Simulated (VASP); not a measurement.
**Ge4I: single point with LDA**

Ge4I:

```
Ge I
1.0
     2.56228   -1.62742   -0.06061
     2.56228    1.62742   -0.06061
    -1.34615    0.00000    9.78458
Ge I
4 1
Direct
  0.54738 0.54738 0.77033
  0.84680 0.84680 0.58959
  0.15320 0.15320 0.41041
  0.45262 0.45262 0.22967
  0.00000 0.00000 0.00000
```

```json
{
  "Program": "VASP 6.6.1",
  "Task": "single point",
  "Functional": "LDA",
  "Potentials or basis": "VASP PAW LDA potentials, release 64 (Ge_d, I)",
  "Cutoff": "520 eV",
  "k mesh": "7 × 7 × 2",
  "Occupations": "fermi-dirac, width 0.05 eV",
  "Spin": "no spin polarisation"
}
```

```
Pressure               : 29.9 GPa
Largest force          : 0.017 eV/Å
Band gap on the k mesh : zero (an odd number of electrons rules out a gap without spin polarisation)
```

Forces on the atoms (eV/Å):
```
Ge   0.000  0.000  0.017
Ge   0.001  0.000  0.003
Ge  -0.001  0.000 -0.003
Ge   0.000  0.000 -0.017
I    0.000  0.000  0.000
```

Levels at points of the mesh, in eV from the Fermi level:
```tsv
k point	band 28	band 29	band 30	band 31	band 32	band 33	band 34	band 35	band 36	band 37
(0.00, 0.00, 0.00)	0.34	1.64	2.64	4.11	4.35	5.01	5.09	5.86	6.48	7.19
(0.00, 0.00, 0.50)	1.64	2.30	2.81	3.63	4.05	4.41	4.91	5.69	6.28	6.67
```

Wall time 2.2 min on 1 thread of AMD EPYC 7R13 Processor (Zen 3), with other jobs on the host, peak memory 0.19 GiB.

Caveat: the cell stands under pressure; spin-orbit coupling is left out, which moves the levels of the heavy elements; an odd number of electrons without spin polarisation forces a metal; a magnetic or distorted state may lie lower.
